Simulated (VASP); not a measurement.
Set up this calculation in VASP 6.6.1, as the native input.

| Property | Result |
| --- | --- |
| Task | single point |
| Functional | PBEsol-based global hybrid with 25 % exact exchange |
| Potentials or basis | VASP PAW PBE potentials, release 64 (Cd, Se) |
| Cutoff | 520 eV |
| k mesh | 4 × 4 × 4 |
| Occupations | fermi-dirac, width 0.05 eV |
| Spin | no spin polarisation |
| Dipole correction | no |
| Grid for exact exchange (PRECFOCK) | Normal |
| Share of exact exchange | 0.25 |
| Further INCAR settings | ALGO = Normal; EDIFF = 1e-06; NBANDS = 16 |

The system is CdSe.

```xyz
2
Lattice="0.0000 2.8134 2.8134 2.8134 0.0000 2.8134 2.8134 2.8134 0.0000" Properties=species:S:1:pos:R:3 pbc="T T T"
Cd    0.0000    0.0000    0.0000
Se    2.8134    2.8134    2.8134
```

One way to write it, as run:

POSCAR

```
CdSe
1.0
    0.0000000000      2.8133828623      2.8133828623
    2.8133828623      0.0000000000      2.8133828623
    2.8133828623      2.8133828623      0.0000000000
Cd Se
1 1
Direct
    0.0000000000      0.0000000000      0.0000000000
    0.5000000000      0.5000000000      0.5000000000
```

INCAR.step1

```
ALGO = Normal
EDIFF = 1E-5
ENCUT = 520
GGA = PE
ISIF = 2
ISMEAR = -1
LASPH = T
LREAL = F
LWAVE = T
NBANDS = 16
NELM = 80
PREC = Accurate
SIGMA = 0.05
```

INCAR.step2

```
AEXX = 0.25
ALGO = Normal
EDIFF = 1E-6
ENCUT = 520
GGA = PS
ISIF = 2
ISMEAR = -1
ISTART = 1
LASPH = T
LCHARG = T
LELF = T
LHFCALC = T
LREAL = F
LVHAR = T
LWAVE = F
NBANDS = 16
NELM = 80
PREC = Accurate
PRECFOCK = Normal
SIGMA = 0.05
```

KPOINTS

```
k-points
0
Gamma
  4 4 4
```

Potentials or basis: VASP PAW PBE potentials, release 64 (Cd, Se).

Command:

```console
$ cat potpaw_PBE.64/Cd/POTCAR potpaw_PBE.64/Se/POTCAR > POTCAR
$ cp INCAR.step1 INCAR
$ mpirun -np 1 vasp_std > vasp.out
$ cp INCAR.step2 INCAR
$ mpirun -np 1 vasp_std > vasp.out
```

It gave:

The pressure is 0.1 GPa and the band gap on the k mesh is 1.00 eV (least direct gap 2.60 eV).

Caveat: the k points lie up to 0.48 Å⁻¹ apart; the PAW data sets were made with another functional, which shifts forces and pressure a little.

Run time: 15 min on 1 thread of AMD EPYC 7R13, on a shared host, peak memory 0.15 GiB.
